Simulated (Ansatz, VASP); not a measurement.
InP: VASP beside Ansatz

The input INCAR:

```
SYSTEM = InP
PREC     = Accurate       ! precision mode
ENCUT    = 520            ! plane-wave cutoff, eV
EDIFF    = 1E-6           ! SCF threshold, eV
ISMEAR   = 0              ! smearing method
SIGMA    = 0.05           ! smearing width, eV
LREAL    = .False.        ! projectors in reciprocal space
LASPH    = .True.         ! aspherical terms in the spheres
NELM     = 100            ! most SCF steps
ALGO     = Normal         ! electronic algorithm
ISIF     = 2              ! what is computed and relaxed
LWAVE    = .False.        ! write WAVECAR
LCHARG   = .False.        ! write CHGCAR
GGA      = CA             ! functional
NBANDS   = 16             ! bands
```

File KPOINTS:

```
regular mesh
0
Gamma
  12 12 12
  0 0 0
```

The input POSCAR:

```
InP
1.0
    0.0000000000      2.8225701817      2.9992245051
    2.9992245051      0.0000000000      2.9992245051
    2.9992245051      2.8225701817      0.0000000000
In P
1 1
Direct
    0.0000000000      0.0000000000      0.0000000000
    0.7500000000      0.7500000000      0.7500000000
```

Input for Ansatz:

```yaml
crystal:
  lattice:
    - [0.0, 2.8225701817, 2.9992245051]
    - [2.9992245051, 0.0, 2.9992245051]
    - [2.9992245051, 2.8225701817, 0.0]
  atoms:
    - { symbol: In, position: [0.0, 0.0, 0.0] }
    - { symbol: P, position: [0.75, 0.75, 0.75] }
basis:
  ecutwfc: 420
kpoints:
  mp_grid: { grid: [12, 12, 12] }
hamiltonian:
  xc: lda
  pseudopotentials: { kind: paw, azcp: { folder: soft_1 } }
scf:
  occupations: { method: gaussian, width: 0.05 }
output:
  forces: true
  stress: true
  eigenvalues: true
  write_density: true
  write_potential: true
  elf: true
  volumetric_format: npy
```

Alike in both runs: task single point; functional LDA; k mesh 12 × 12 × 12; occupations gaussian, width 0.05 eV; no spin polarisation.

|  | VASP | Ansatz |
| --- | --- | --- |
| version | VASP 6.6.1 | Ansatz 0.2.0 |
| potentials or method | VASP PAW LDA potentials, release 64 (In_d, P), cutoff 520 eV | scalar-relativistic, plane waves, PAW |
| valence electrons in the cell | 18 | 18 |

```csv
,VASP,Ansatz,Ansatz less VASP
gap on the k mesh at the Fermi level (eV),0.28,0.24,-0.031
least direct gap on the mesh (eV),0.28,0.24,-0.031
pressure (GPa),-1.8,-1.8,-0.01
"traceless stress, the component that is largest in VASP (GPa)",1.61,1.61,+0.002
```

Ansatz warns that its potentials were made for another functional, while VASP's fit it. LDA's correlation is that of Perdew and Zunger in VASP and of Perdew and Wang (1992) in Ansatz.
